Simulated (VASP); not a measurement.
Set up this calculation in VASP 6.6.1, as the native input.

| Property | Result |
| --- | --- |
| Task | single point |
| Functional | PBE |
| Potentials or basis | VASP PAW PBE potentials, release 64 (Sb, Ga_d) |
| Cutoff | 520 eV |
| k mesh | 10 × 10 × 10 |
| Occupations | fermi-dirac, width 0.05 eV |
| Spin | no spin polarisation |
| Dipole correction | no |
| Further INCAR settings | ALGO = Normal; EDIFF = 1e-06; NBANDS = 16 |

The structure of GaSb lies in POSCAR:

```
GaSb
1.0
   -1.5763757296      2.7102044447      2.9313872741
    1.5763757296     -2.7102044447      2.9313872741
    1.5763757296      2.7102044447     -2.9313872741
Sb Ga
1 1
Direct
    0.5000000000      0.5000000000      0.0000000000
    0.0000000000      0.0000000000      0.0000000000
```

The input as run:

INCAR

```
ALGO = Normal
EDIFF = 1E-6
ENCUT = 520
GGA = PE
ISIF = 2
ISMEAR = -1
LASPH = T
LCHARG = F
LREAL = F
LWAVE = F
NBANDS = 16
NELM = 80
PREC = Accurate
SIGMA = 0.05
```

KPOINTS

```
k-points
0
Gamma
  10 10 10
```

Potentials or basis: VASP PAW PBE potentials, release 64 (Sb, Ga_d).

The run is started by

```bash
$ cat potpaw_PBE.64/Sb/POTCAR potpaw_PBE.64/Ga_d/POTCAR > POTCAR
$ mpirun -np 1 vasp_std > vasp.out
```

It gave:

```
Pressure               : -2.0 GPa
Band gap on the k mesh : zero (bands 9 and 10 overlap by 4.19 eV)
```

Caveat: spin-orbit coupling is left out, which moves the levels of the heavy elements.

Wall time 74 s on 1 thread of Intel(R) Xeon(R) Platinum 8259CL CPU @ 2.50GHz (Skylake/Cascade Lake), with other jobs on the host, peak memory 0.28 GiB.
